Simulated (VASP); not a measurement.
Here is a VASP 6.6.1 calculation.

The input INCAR:

```
SYSTEM = Ba
PREC     = Accurate       ! precision mode
ENCUT    = 500            ! plane-wave cutoff, eV
EDIFF    = 1E-6           ! SCF threshold, eV
ISMEAR   = -1             ! smearing method
SIGMA    = 0.1            ! smearing width, eV
LREAL    = .FALSE.        ! projectors in reciprocal space
LASPH    = .TRUE.         ! aspherical terms in the spheres
NELM     = 120            ! most SCF steps
ALGO     = Normal         ! electronic algorithm
ISIF     = 2              ! what is computed and relaxed
LWAVE    = .FALSE.        ! write WAVECAR
LCHARG   = .TRUE.         ! write CHGCAR
GGA      = B5             ! functional
ALDAX    = 1.0          
AGGAX    = 1.0          
AGGAC    = 1.0          
ALDAC    = 0.0          
LELF     = .TRUE.         ! ELF
LVHAR    = .TRUE.       
NBANDS   = 11             ! bands
GGA_COMPAT= .FALSE.
```

The input KPOINTS:

```
regular mesh
0
G
  9 9 9
  0 0 0
```

Contents of POSCAR:

```
Ba
1.0
    4.0716264249      0.0000000000      0.0000000000
    0.0000000000      4.0716264249      0.0000000000
    0.0000000000      0.0000000000      4.0716264249
Ba
1
Direct
    0.0000000000      0.0000000000      0.0000000000
```

Potentials or basis: VASP PAW PBE potentials, release 64 (Ba_sv).

Command:

```sh
$ cat potpaw_PBE.64/Ba_sv/POTCAR > POTCAR
$ mpirun -np 1 vasp_std > vasp.out
```

(1) What does it give for the band gap on the k mesh?

(2) Estimate the pressure.

Results:

(1) 0.07 eV, indirect (least direct gap 0.11 eV).

(2) 0.1 GPa.

Caveat: the PAW data sets were made with another functional, which shifts forces and pressure a little; spin-orbit coupling is left out, which moves the levels of the heavy elements.
